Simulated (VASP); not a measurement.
Here is a VASP 6.6.1 calculation.

File POSCAR:

```
Ag
1.0
    2.9701400286      0.0000000000      0.0000000000
   -1.4850700143      2.5722167176      0.0000000000
    0.0000000000      0.0000000000      4.6613996094
Ag
2
Direct
    0.3333333333      0.6666666667      0.2500000000
    0.6666666667      0.3333333333      0.7500000000
```

INCAR.step1

```
PREC = Accurate
ENCUT = 520
ISMEAR = 0
SIGMA = 0.15
LREAL = F
LASPH = T
NELM = 60
NBANDS = 18
GGA = PE
ALGO = Normal
EDIFF = 1E-4
LWAVE = T
LCHARG = F
```

Contents of INCAR.step2:

```
PREC = Accurate
ENCUT = 520
EDIFF = 1E-6
ISMEAR = 0
SIGMA = 0.15
LREAL = F
LASPH = T
NELM = 60
ALGO = Normal
ISIF = 2
LWAVE = F
LCHARG = T
METAGGA = R2SCAN
LMIXTAU = T
LELF = T
LVHAR = T
NBANDS = 18
ISTART = 1
```

Contents of KPOINTS:

```
Automatic mesh
0
Gamma
  21 21 12
```

Potentials or basis: VASP PAW PBE potentials, release 64 (Ag).

The run is started by

```bash
$ cat potpaw_PBE.64/Ag/POTCAR > POTCAR
$ cp INCAR.step1 INCAR
$ mpirun -np 1 vasp_std > vasp.out
$ cp INCAR.step2 INCAR
$ mpirun -np 1 vasp_std > vasp.out
```

(1) What does it give for the band gap on the k mesh?

(2) What does it give for the pressure?

## Answers

(1) zero (bands 11 and 12 overlap by 7.63 eV).

(2) -2.2 GPa.

Caveat: the PAW data sets were made with another functional, which shifts forces and pressure a little.
